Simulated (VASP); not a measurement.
# Ta (I4/mmm) in VASP: a series of runs, part 2 of 2

VASP 6.6.1. The steps go on from the part before.

## 4. Single point, PBE (19.74 Å³/atom)

This run uses another cell than the first one, of 19.74 Å³/atom.

The input, INCAR:

```
PREC = Accurate
ENCUT = 520
EDIFF = 1E-6
ISMEAR = 0
SIGMA = 0.15
LREAL = F
LASPH = T
NELM = 80
ALGO = Fast
ISIF = 2
LWAVE = F
LCHARG = F
GGA = PE
NBANDS = 12
```

The input, KPOINTS:

```
regular mesh
0
Gamma
  20 20 20
```

The input, POSCAR:

```
Ta
1.0
   -1.4517082340      1.4517082340      2.3420408939
    1.4517082340     -1.4517082340      2.3420408939
    1.4517082340      1.4517082340     -2.3420408939
Ta
1
Direct
    0.0000000000      0.0000000000      0.0000000000
```

Potentials or basis: VASP PAW PBE potentials, release 64 (Ta_pv).

Launch:

```console
> cat potpaw_PBE.64/Ta_pv/POTCAR > POTCAR
> mpirun -np 1 vasp_std > vasp.out
```

OUTCAR:

```text
PREC = Accurate
   ENCUT = 520
   EDIFF = 1E-6
   ISMEAR = 0
   LREAL = F
   LASPH = T
   NELM = 80
   ISIF = 2
   GGA = PE

 ion  position               nearest neighbor table
   1  0.000  0.000  0.000-

  LATTYP: Found a body centered tetragonal cell.
 ALAT       =     2.9034164680
 C/A-ratio  =     1.6133000000

  Lattice vectors:

 A1 = (  -1.4517082340,   1.4517082340,   2.3420408939)
 A2 = (   1.4517082340,  -1.4517082340,   2.3420408939)
 A3 = (   1.4517082340,   1.4517082340,  -2.3420408939)

Analysis of symmetry for initial positions (statically):
=====================================================================
 Subroutine PRICEL returns:
 Original cell was already a primitive cell.

 Routine SETGRP: Setting up the symmetry group for a
 body centered tetragonal supercell.

 Subroutine GETGRP returns: Found 16 space group operations
 (whereof 16 operations were pure point group operations)
 out of a pool of 16 trial point group operations.

The static configuration has the point symmetry D_4h.

Analysis of symmetry for dynamics (positions and initial velocities):
=====================================================================
 Subroutine PRICEL returns:
 Original cell was already a primitive cell.

 Routine SETGRP: Setting up the symmetry group for a
 body centered tetragonal supercell.

 Subroutine GETGRP returns: Found 16 space group operations
 (whereof 16 operations were pure point group operations)
 out of a pool of 16 trial point group operations.

The dynamic configuration has the point symmetry D_4h.

 Subroutine INISYM returns: Found 16 space group operations
 (whereof 16 operations are pure point group operations),
 and found     1 'primitive' translations

----------------------------------------------------------------------------------------

                                     Primitive cell

  volume of cell :      19.7430

  direct lattice vectors                    reciprocal lattice vectors
    -1.451708234  1.451708234  2.342040894     0.000000000  0.344421825  0.213489013
     1.451708234 -1.451708234  2.342040894     0.344421825  0.000000000  0.213489013
     1.451708234  1.451708234 -2.342040894     0.344421825  0.344421825  0.000000000

  length of vectors
     3.114493401  3.114493401  3.114493401     0.405220869  0.405220869  0.487086017

  position of ions in fractional coordinates (direct lattice)
     0.000000000  0.000000000  0.000000000

  ion indices of the primitive-cell ions
   primitive index   ion index
                 1           1

----------------------------------------------------------------------------------------

 KPOINTS: regular mesh

Automatic generation of k-mesh.
 Grid dimensions read from file:
 generate k-points for:   20   20   20

 Generating k-lattice:

  Cartesian coordinates                     Fractional coordinates (reciprocal lattice)
     0.000000000  0.017221091  0.010674451     0.050000000 -0.000000000  0.000000000
     0.017221091  0.000000000  0.010674451    -0.000000000  0.050000000  0.000000000
     0.017221091  0.017221091  0.000000000     0.000000000  0.000000000  0.050000000

  Length of vectors
     0.020261043  0.020261043  0.024354301

  Shift w.r.t. Gamma in fractional coordinates (k-lattice)
     0.000000000  0.000000000  0.000000000

 Subroutine IBZKPT returns following result:
 ===========================================

 Found    641 irreducible k-points:

 Following reciprocal coordinates:
            Coordinates               Weight
  0.000000  0.000000  0.000000      1.000000
  0.050000  0.000000  0.000000      8.000000
  0.100000  0.000000 -0.000000      8.000000
  0.150000  0.000000  0.000000      8.000000
  0.200000  0.000000 -0.000000      8.000000
  0.250000  0.000000 -0.000000      8.000000
[... 16 lines left out ...]
 -0.400000  0.050000  0.000000     16.000000
 -0.350000  0.050000  0.000000     16.000000
 [... further k-points ...]
   k-points           NKPTS =    641   k-points in BZ     NKDIM =    641   number of bands    NBANDS=     12
   number of dos      NEDOS =    301   number of ions     NIONS =      1
   total plane-waves  NPLWV =  13824
   dimension x,y,z NGX =    24 NGY =   24 NGZ =   24
   dimension x,y,z NGXF=    48 NGYF=   48 NGZF=   48
   ions per type =               1
   NGX,Y,Z   is equivalent  to a cutoff of  12.81, 12.81, 12.81 a.u.
   NGXF,Y,Z  is equivalent  to a cutoff of  25.62, 25.62, 25.62 a.u.
 SYSTEM =  unknown system
   PREC   = accura    normal or accurate (medium, high low for compatibility)
   ISTART =      0    job   : 0-new  1-cont  2-samecut
   ICHARG =      2    charge: 1-file 2-atom 10-const
   ISPIN  =      1    spin polarized calculation?
   LNONCOLLINEAR =      F non collinear calculations
   LSORBIT =      F    spin-orbit coupling
   LASPH  =      T    aspherical Exc in radial PAW
   ENCUT  =  520.0 eV  38.22 Ry    6.18 a.u.   5.79  5.79  5.79*2*pi/ulx,y,z
   NELM   =     80;   NELMIN=  2; NELMDL= -5     # of ELM steps
   EDIFF  = 0.1E-05   stopping-criterion for ELM
   LREAL  =      F    real-space projection
   EDIFFG = 0.1E-04   stopping-criterion for IOM
   NSW    =      0    number of steps for IOM
   IBRION =     -1    ionic relax: 0-MD 1-quasi-New 2-CG
   NFREE  =      0    steps in history (QN), initial steepest desc. (CG)
   ISIF   =      2    stress and relaxation
   ISYM   =      2    0-nonsym 1-usesym 2-fastsym
   POTIM  = 0.5000    time-step for ionic-motion
   TEBEG  =    0.0;   TEEND  =   0.0 temperature during run
   PSTRESS=    0.0 pullay stress
   NELECT =      11.0000    total number of electrons
   NUPDOWN=      -1.0000    fix difference up-down
   EMIN   =  10.00;   EMAX   =-10.00  energy-range for DOS
   EFERMI =   0.00;   METHOD = LEGACY
   ISMEAR =     0;   SIGMA  =   0.15  broadening in eV -4-tet -1-fermi 0-gaus
   EFERMI_NEDOS =   21; number of points for ismear=-14 and -15
   IALGO  =     68    algorithm
   IMIX   =      4    mixing-type and parameters
     AMIX     =   0.40;   BMIX     =  1.00
     AMIX_MAG =   1.60;   BMIX_MAG =  1.00
  volume/ion in A,a.u.               =      19.74       133.23
  Fermi-wavevector in a.u.,A,eV,Ry     =   1.347105  2.545659 24.690370  1.814691
  Thomas-Fermi vector in A             =   2.474882
   LORBIT       =      0    0 simple, 1 ext, 2 COOP (PROOUT), +10 PAW based schemes
   GGA     = PE    functional components
   LHFCALC =     F    Hartree Fock is set to
   AEXX    =    0.0000 exact exchange contribution
   IVDW    =     0    specifies the selected vdW correction
   LEPSILON=     F    determine dielectric tensor
   LRPA    =     F    only Hartree local field effects (RPA)
 non-spin polarized calculation
 RMM-DIIS sequential band-by-band and
 Gauss-broadening in eV      SIGMA  =   0.15
  energy-cutoff  :      520.00
  volume of cell :       19.74
 maximum number of plane-waves:       546
   NGX = 11   NGY = 11   NGZ = 11

 number of electron      10.9999999 magnetization

 Free energy of the ion-electron system (eV)
  ---------------------------------------------------
  ext. energy  EPLUGINS =         0.00000000
  ---------------------------------------------------
  free energy    TOTEN  =       -11.60426496 eV

  energy without entropy =      -11.58825446  energy(sigma->0) =      -11.59625971

 E-fermi :   5.0331     XC(G=0): -12.1523

 val. band max:        5.0330677974   @ k =  -0.1500   0.1500   0.0000
 cond. band min:       5.0345273993   @ k =  -0.3000  -0.4000   0.0500
 fundamental gap:      0.0014596020
 Fermi energy:         5.0330764679

 k-point     1 :       0.0000    0.0000    0.0000
  band No.  band energies     occupation
      1     -28.7139      2.00000
      2     -28.6362      2.00000
      3     -28.6362      2.00000
      4      -2.7862      2.00000
      5       4.5583      1.99999
      6       6.2666      0.00000
      7       6.2666      0.00000
      8       7.0204      0.00000
      9       9.5028      0.00000
     10      17.6735      0.00000
     11      19.1355      0.00000
     12      19.9154      0.00000
[... 331 lines left out ...]
 k-point    24 :      -0.3500    0.0500    0.0000
  band No.  band energies     occupation
      1     -29.3482      2.00000
      2     -28.8352      2.00000
      3     -28.6760      2.00000
      4       0.2629      2.00000
      5       4.4426      2.00000
      6       5.0424      0.92975
      7       6.5252      0.00000
      8       9.0259      0.00000
      9       9.5403      0.00000
     10      16.3895      0.00000
     11      19.0620      0.00000
     12      19.1931      0.00000

 [... further k-points ...]
[... 5 lines left out ...]
  --------------------------------------------------------------------------------------
  -------------------------------------------------------------------------------------
  Total       -1.4130422     -1.4130422     -0.7437807      0.0000000      0.0000000      0.0000000
  in kB     -114.6707275   -114.6707275    -60.3590430      0.0000000      0.0000000      0.0000000
  external PRESSURE =     -96.5668327 kB  Pullay stress =       0.0000000 kB

 VOLUME and BASIS-vectors are now :
 -----------------------------------------------------------------------------
  energy-cutoff  :      520.00
  volume of cell :       19.74
      direct lattice vectors                 reciprocal lattice vectors
    -1.451708234  1.451708234  2.342040894     0.000000000  0.344421825  0.213489013
     1.451708234 -1.451708234  2.342040894     0.344421825  0.000000000  0.213489013
     1.451708234  1.451708234 -2.342040894     0.344421825  0.344421825  0.000000000

 POSITION                                       TOTAL-FORCE (eV/Angst)
 -----------------------------------------------------------------------------------
      0.00000      0.00000      0.00000         0.000000     -0.000000      0.000000
 -----------------------------------------------------------------------------------
    total drift:                               -0.000000      0.000000     -0.000000

  FREE ENERGIE OF THE ION-ELECTRON SYSTEM (eV)
  ---------------------------------------------------
  free  energy   TOTEN  =       -11.6042649649 eV

  energy  without entropy=      -11.5882544633  energy(sigma->0) =      -11.59625971
```

stdout:

```text
POSCAR found type information on POSCAR Ta
 POSCAR found :  1 types and       1 ions
 scaLAPACK will be used
 LDA part: xc-table for (Slater+PW92), standard interpolation
 POSCAR, INCAR and KPOINTS ok, starting setup
 FFT: planning ... GRIDC
 FFT: planning ... GRID_SOFT
 FFT: planning ... GRID
 WAVECAR not read
 entering main loop
```

Run time: 2.9 min. Hardware: 1 thread of Intel Xeon 8259CL, shared host; peak memory 0.26 GiB.

What came out:

* Free energy: -11.6043 eV
* Pressure: -9.7 GPa
* Band gap on the k mesh: zero (an odd number of electrons rules out a gap without spin polarisation)

Caveat: the stress differs along the axes, from -11 to -6 GPa; spin-orbit coupling is left out, which moves the levels of the heavy elements.

## 5. Single point, PBE (19.74 Å³/atom)

This run uses another cell than the first one, of 19.74 Å³/atom.

The input, INCAR:

```
ALGO = Fast ; EDIFF = 1E-6
ENCUT = 520 ; GGA = PE
ISIF = 2 ; ISMEAR = 0
LASPH = True ; LCHARG = True
LELF = True ; LREAL = False
LVHAR = True ; LWAVE = False
NBANDS = 12 ; NELM = 80
PREC = Accurate ; SIGMA = 0.15
```

The input, KPOINTS:

```
k-points
0
Gamma
  20 20 20
```

The input, POSCAR:

```
Ta
1.0
   -1.5721901803      1.5721901803      1.9968387479
    1.5721901803     -1.5721901803      1.9968387479
    1.5721901803      1.5721901803     -1.9968387479
Ta
1
Direct
    0.0000000000      0.0000000000      0.0000000000
```

Launch:

```console
> cat potpaw_PBE.64/Ta_pv/POTCAR > POTCAR
> mpirun -np 1 vasp_std > vasp.out
```

Wall time 2.9 min (1 thread of Intel Xeon 8259CL, shared host); peak memory 0.27 GiB.

The run converged. Its results:

```yaml
Free_energy: -11.6103 eV
Pressure: -9.7 GPa
Band_gap_on_the_k_mesh: zero (an odd number of electrons rules out a gap without spin polarisation)
```

Stress tensor (GPa, compression positive):
```
 -6.06   0.00   0.00
  0.00  -6.06   0.00
  0.00   0.00 -17.10
```

Levels at points of the mesh, in eV from the Fermi level:
| k point | band 1 | band 2 | band 3 | band 4 | band 5 | band 6 | band 7 | band 8 | band 9 | band 10 |
| --- | --- | --- | --- | --- | --- | --- | --- | --- | --- | --- |
| (0.00, 0.00, 0.00) | -33.71 | -33.70 | -33.70 | -7.82 | 0.23 | 0.23 | 1.46 | 2.43 | 4.02 | 12.58 |
| (0.50, 0.00, 0.00) | -34.56 | -33.87 | -33.76 | -4.31 | -0.34 | 0.65 | 1.15 | 5.04 | 5.96 | 9.52 |
| (0.50, 0.50, 0.00) | -34.50 | -34.05 | -33.87 | -4.09 | -2.83 | 2.12 | 5.24 | 5.49 | 6.65 | 10.71 |
| (0.50, 0.50, 0.50) | -34.51 | -34.11 | -34.11 | -3.88 | -3.17 | 4.04 | 5.49 | 6.13 | 6.13 | 9.70 |

Caveat: the stress differs along the axes, from -17 to -6 GPa; spin-orbit coupling is left out, which moves the levels of the heavy elements.

## 6. Single point, PBE (19.74 Å³/atom)

This run uses another cell than the first one, of 19.74 Å³/atom.

The input, INCAR:

```
SYSTEM = Ta
PREC     = Accurate       ! precision mode
ENCUT    = 520            ! plane-wave cutoff, eV
EDIFF    = 1E-6           ! SCF threshold, eV
ISMEAR   = 0              ! smearing method
SIGMA    = 0.15           ! smearing width, eV
LREAL    = .FALSE.        ! projectors in reciprocal space
LASPH    = .TRUE.         ! aspherical terms in the spheres
NELM     = 60             ! most SCF steps
ALGO     = Fast           ! electronic algorithm
ISIF     = 2              ! what is computed and relaxed
LWAVE    = .FALSE.        ! write WAVECAR
LCHARG   = .FALSE.        ! write CHGCAR
GGA      = PE             ! functional
NBANDS   = 12             ! bands
```

The input, KPOINTS:

```
Automatic mesh
0
G
  20 20 20
  0 0 0
```

The input, POSCAR:

```
Ta
1.0
   -1.7718524668      1.7718524668      1.5721646938
    1.7718524668     -1.7718524668      1.5721646938
    1.7718524668      1.7718524668     -1.5721646938
Ta
1
Direct
    0.0000000000      0.0000000000      0.0000000000
```

Potentials or basis: VASP PAW PBE potentials, release 64 (Ta_pv).

Launch:

```console
> cat potpaw_PBE.64/Ta_pv/POTCAR > POTCAR
> mpirun -np 1 vasp_std > vasp.out
```

Run time: 2.4 min. Hardware: 1 thread of Intel Xeon 8259CL, shared host; peak memory 0.26 GiB.

The run converged. Its results:

```
Free energy            : -11.7239 eV
Pressure               : -11.8 GPa
Band gap on the k mesh : zero (an odd number of electrons rules out a gap without spin polarisation)
```

Stress tensor (GPa, compression positive):
```
-13.53   0.00   0.00
  0.00 -13.53   0.00
  0.00   0.00  -8.43
```

Levels at points of the mesh, in eV from the Fermi level:
```
           k point  band 3  band 4  band 5  band 6  band 7  band 8
(0.00, 0.00, 0.00)  -33.47   -7.61   -0.17    1.28    1.28    2.52
(0.50, 0.00, 0.00)  -33.54   -3.98   -1.75    1.49    3.43    5.39
(0.50, 0.50, 0.00)  -33.45   -4.16   -0.27    0.67    2.24    3.81
(0.50, 0.50, 0.50)  -33.93   -3.47   -3.24    5.96    5.96    6.38
```

Caveat: the stress differs along the axes, from -14 to -8 GPa; spin-orbit coupling is left out, which moves the levels of the heavy elements.

## 7. The runs side by side

| cell | gap on the mesh (eV) | pressure (GPa) |
| --- | --- | --- |
| a = 2.993 Å, angles 118.4, 118.4, 92.7°, 1 atom | none | -5.5 |
| a = 2.959 Å, angles 112.9, 112.9, 102.9°, 1 atom | none | -11.9 |
| a = 3.114 Å, angles 124.4, 124.4, 82.5°, 1 atom | none | -9.7 |
| a = 2.988 Å, angles 116.5, 116.5, 96.1°, 1 atom | none | -9.7 |
| a = 2.958 Å, angles 106.4, 106.4, 115.8°, 1 atom | none | -11.8 |

Alike in all rows: task single point; level PBE; potentials or basis VASP PAW PBE potentials, release 64 (Ta_pv); no spin polarisation; k mesh 20 × 20 × 20; cutoff (eV) 520; smearing gaussian 0.15 eV.

Caveats: spin-orbit coupling is left out, which moves the levels of the heavy elements; the stress differs along the axes, from -10 to -4 GPa (at least some runs); the stress differs along the axes, from -17 to -9 GPa (at least some runs); the stress differs along the axes, from -11 to -6 GPa (at least some runs); the stress differs along the axes, from -17 to -6 GPa (at least some runs); the stress differs along the axes, from -14 to -8 GPa (at least some runs).

Absolute energies hang on the potentials; compare differences alone.
